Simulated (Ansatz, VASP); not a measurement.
## One calculation of Mg3BeS, two programs

```
Mg Be S
1.0
     3.99038    0.00000    0.00000
    -1.99519    3.45577    0.00000
     0.00000    0.00000    7.07933
Mg Be S
3 1 1
Cartesian
  1.9952 1.1519 2.0069
  1.9952 1.1519 5.0725
  0.0000 0.0000 0.0000
  0.0000 2.3038 0.0000
  0.0000 0.0000 3.5397
```

Change from the starting cell: species swapped into the GaFe3As type (P-6m2, No. 187).

Alike in both runs: task relaxation of cell and atoms; functional PBE; k mesh 12 × 12 × 6; occupations gaussian, width 0.1 eV; no spin polarisation.

```csv
,VASP,Ansatz
version,VASP 6.6.1,Ansatz 0.2.0
potentials or method,"VASP PAW PBE potentials, release 64 (Mg, Be, S), cutoff 600 eV","scalar-relativistic, plane waves, PAW"
valence electrons in the cell,14,38
```

|  | VASP | Ansatz | Ansatz less VASP |
| --- | --- | --- | --- |
| gap on the k mesh at the Fermi level, each at its own relaxed structure (eV) | none | none | - |
| relaxed volume (Å³/atom) | 19.47 | 19.51 | +0.043 |
| relaxed length of the cell vector where the two differ most in proportion (Å) | 7.202 | 7.211 | +0.0090 |

A gap of «none» marks a metal or a gap that the smearing closes. VASP's potentials hold 14 valence electrons a cell and Ansatz's 38, so a difference there can come from the potentials and not from the codes.
